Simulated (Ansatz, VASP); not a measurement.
# In2O: VASP beside Ansatz

```
CELL_PARAMETERS angstrom
7.29380 0.00000 0.00000
0.00000 7.29380 0.00000
0.00000 0.00000 3.15695
ATOMIC_POSITIONS crystal
In 0.33915 0.33915 0.00000
In 0.16085 0.83915 0.50000
In 0.66085 0.66085 0.00000
In 0.83915 0.16085 0.50000
O 0.00000 0.00000 0.00000
O 0.50000 0.50000 0.50000
```

Alike in both runs: functional PBE; k mesh 4 × 4 × 6; occupations gaussian, width 0.1 eV; no spin polarisation.

Ansatz relaxed the structure, and its values are those at the end. VASP's run is a single point on that final structure, the one shown.

|  | VASP | Ansatz |
| --- | --- | --- |
| version | VASP 6.6.1 | Ansatz 0.2.0 |
| potentials or method | VASP PAW PBE potentials, release 64 (In_d, O), cutoff 520 eV | scalar-relativistic, plane waves, PAW |
| valence electrons in the cell | 64 | 64 |

|  | VASP | Ansatz | Ansatz less VASP |
| --- | --- | --- | --- |
| gap on the k mesh at the Fermi level (eV) | none | none | - |
| pressure (GPa) | 0.1 | 0.1 | -0.03 |
| rms of the force components (eV/Å) | 0.017 | 0.003 | -0.0137 |

A gap of «none» marks a metal or a gap that the smearing closes.
